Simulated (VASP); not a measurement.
Crystal: KMgF3.

```
CELL_PARAMETERS angstrom
4.05386 0.00000 0.00000
0.00000 4.05386 0.00000
0.00000 0.00000 4.05386
ATOMIC_POSITIONS crystal
K 0.00000 0.00000 0.00000
Mg 0.50000 0.50000 0.50000
F 0.50000 0.50000 0.00000
F 0.50000 0.00000 0.50000
F 0.00000 0.50000 0.50000
```

| Item | Value |
| --- | --- |
| Program | VASP 6.6.1 |
| Task | relaxation of cell and atoms |
| Functional | r2SCAN |
| Potentials or basis | VASP PAW PBE potentials, release 64 (K_sv, Mg, F) |
| Cutoff | 600 eV |
| k mesh | 6 × 6 × 6 |
| Occupations | fermi-dirac, width 0.02 eV |
| Spin | no spin polarisation |

At the start: pressure -4.5 GPa; volume 13.32 Å³/atom.

Task: How do energy, volume and symmetry change on relaxing?

Result: Over 3 steps the energy falls by 12.4 meV/atom and the volume is 12.49 Å³/atom (-6.2 %); space group Pm-3m (No. 221, to 0.1 Å) before and after.

Step by step:
| step | energy change (eV) | largest force (eV/Å) | pressure (GPa) | volume (Å³) |
| --- | --- | --- | --- | --- |
| 1 | 0.0000 | 0.0000 | -4.48 | 66.62 |
| 2 | -0.0604 | 0.0000 | -0.80 | 63.09 |
| 3 | -0.0620 | 0.0000 | -0.01 | 62.47 |

Final structure:
```
K Mg F
1.0
     3.96784    0.00000    0.00000
     0.00000    3.96784    0.00000
     0.00000    0.00000    3.96784
K Mg F
1 1 3
Cartesian
  0.0000 0.0000 0.0000
  1.9839 1.9839 1.9839
  1.9839 1.9839 0.0000
  1.9839 0.0000 1.9839
  0.0000 1.9839 1.9839
```

Caveat: the PAW data sets were made with another functional, which shifts forces and pressure a little.
